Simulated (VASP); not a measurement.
Runs of VASP 6.6.1 on GdB. The structure is that of space group Fm-3m (No. 225), or close to it. The cells are those of the table. 

| cell | gap on the mesh (eV) | pressure (GPa) | moment (μB) |
| --- | --- | --- | --- |
| a = 3.883 Å, angles 60.0°, 2 atoms | none | (a) | 8.04 |
| a = 3.956 Å, angles 60.0°, 2 atoms | none | (b) | 8.04 |
| a = 3.781 Å, angles 60.0°, 2 atoms | none | 3.1 | 8.19 |
| a = 3.920 Å, angles 60.0°, 2 atoms | none | -4.4 | 8.03 |
| a = 3.833 Å, angles 60.0°, 2 atoms | none | 0.0 | (c) |

Alike in all rows: task single point; level PBE+U; potentials or basis VASP PAW PBE potentials, release 64 (Gd, B); spin collinear, ferromagnetic start; Gd f U = 6.0 eV; k mesh 10 × 10 × 10; cutoff (eV) 520; smearing gaussian 0.05 eV.

Fill in the values left out.

(a) -2.5; (b) -6.0; (c) 8.05.

Caveats: spin-orbit coupling is left out, which moves the levels of the heavy elements; a cell with one magnetic atom can't hold antiferromagnetic order, which such compounds often take; the cell stands under tension (at least some runs); the cell stands under pressure (at least some runs).

A k mesh can miss the band edges, and the runs leave out spin-orbit coupling on Gd.

A gap of «none» marks levels without a gap at the run's occupations.
